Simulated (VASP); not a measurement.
# SnS: single point with PBE

SnS:

```
Sn S
1.0
    11.20000    0.00000    0.00000
     0.00000    3.98700    0.00000
     0.00000    0.00000    4.33400
Sn S
4 4
Direct
  0.11940 0.25000 0.11980
  0.38060 0.75000 0.61980
  0.61940 0.25000 0.38020
  0.88060 0.75000 0.88020
  0.85080 0.25000 0.47930
  0.64920 0.75000 0.97930
  0.35080 0.25000 0.02070
  0.14920 0.75000 0.52070
```

```
Program             : VASP 6.6.1
Task                : single point
Functional          : PBE
Potentials or basis : VASP PAW PBE potentials, release 64 (Sn_d, S)
Cutoff              : 500 eV
k mesh              : 3 × 8 × 8
Occupations         : gaussian, width 0.01 eV
Spin                : no spin polarisation
```

```
Pressure               : 2.3 GPa
Largest force          : 0.138 eV/Å
Band gap on the k mesh : 0.99 eV (least direct gap 1.32 eV)
```

Forces on the atoms (eV/Å):
```
Sn  -0.115  0.000 -0.076
Sn   0.115  0.000 -0.076
Sn  -0.115  0.000  0.076
Sn   0.115  0.000  0.076
S    0.102  0.000 -0.077
S   -0.102  0.000 -0.077
S    0.102  0.000  0.077
S   -0.102  0.000  0.077
```

Stress tensor (GPa, compression positive):
```
2.41 0.00 0.00
0.00 2.23 0.00
0.00 0.00 2.12
```

Levels at points of the mesh, in eV from the valence-band top:
```csv
k point,band 37,band 38,band 39,band 40,band 41,band 42,band 43,band 44
"(0.00, 0.00, 0.00)",-1.86,-1.13,-0.75,-0.48,0.99,2.98,3.02,3.09
"(0.00, 0.50, 0.00)",-0.96,-0.96,-0.87,-0.87,1.32,1.32,1.72,1.72
"(0.00, 0.00, 0.50)",-0.92,-0.92,-0.03,-0.03,1.55,1.55,2.04,2.04
"(0.00, 0.50, 0.50)",-2.35,-2.35,-1.41,-1.41,2.86,2.86,3.05,3.05
```

It took 6.1 min on 1 thread of Intel(R) Xeon(R) Platinum 8375C CPU @ 2.90GHz (Ice Lake), with other jobs on the host, peak memory 0.47 GiB.

Caveat: spin-orbit coupling is left out, which moves the levels of the heavy elements; an odd mesh through Γ misses points on the zone boundary, where band edges can lie.
